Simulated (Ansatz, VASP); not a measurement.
**One calculation of BiP, two programs**

The input POSCAR:

```
BiP
1.0
    3.5737580947      0.0000000000      0.0000000000
    0.0000000000      3.5737580947      0.0000000000
    0.0000000000      0.0000000000      3.5737580947
Bi P
1 1
Direct
    0.0000000000      0.0000000000      0.0000000000
    0.5000000000      0.5000000000      0.5000000000
```

File INCAR.step1:

```
PREC = Accurate ; ENCUT = 520
ISMEAR = 0 ; SIGMA = 0.05
LREAL = False ; LASPH = True
NELM = 60 ; NBANDS = 17
GGA = PE ; ALGO = Normal
EDIFF = 1E-4 ; LWAVE = True
LCHARG = False
```

Contents of INCAR.step2:

```
PREC = Accurate ; ENCUT = 520
EDIFF = 1E-6 ; ISMEAR = 0
SIGMA = 0.05 ; LREAL = False
LASPH = True ; NELM = 60
ALGO = Normal ; ISIF = 2
LWAVE = False ; LCHARG = True
METAGGA = R2SCAN ; LMIXTAU = True
LELF = True ; LVHAR = True
NBANDS = 17 ; ISTART = 1
```

KPOINTS

```
Automatic mesh
0
Gamma
  10 10 10
```

Input for Ansatz:

```yaml
crystal:
  lattice:
    - [3.5737580947, 0.0, 0.0]
    - [0.0, 3.5737580947, 0.0]
    - [0.0, 0.0, 3.5737580947]
  atoms:
    - { symbol: Bi, position: [0.0, 0.0, 0.0] }
    - { symbol: P, position: [0.5, 0.5, 0.5] }
basis:
  ecutwfc: 500
  ecutrho_ratio: 4
kpoints:
  mp_grid: { grid: [10, 10, 10] }
hamiltonian:
  xc: r2scan
scf:
  occupations: { method: gaussian, width: 0.05 }
output:
  forces: true
  stress: true
  eigenvalues: true
```

Alike in both runs: task single point; functional r2SCAN; k mesh 10 × 10 × 10; occupations gaussian, width 0.05 eV; no spin polarisation.

```csv
,VASP,Ansatz
version,VASP 6.6.1,Ansatz 0.2.0
potentials or method,"VASP PAW PBE potentials, release 64 (Bi_d, P), cutoff 520 eV","scalar-relativistic, plane waves, PAW"
valence electrons in the cell,20,20
```

```csv
,VASP,Ansatz,Ansatz less VASP
gap on the k mesh at the Fermi level (eV),none,none,-
pressure (GPa),0.0,0.0,-0.01
```

VASP's potentials were made for PBE, not for r2SCAN. A gap of «none» marks a metal or a gap that the smearing closes.

Neither program's run includes spin-orbit coupling.
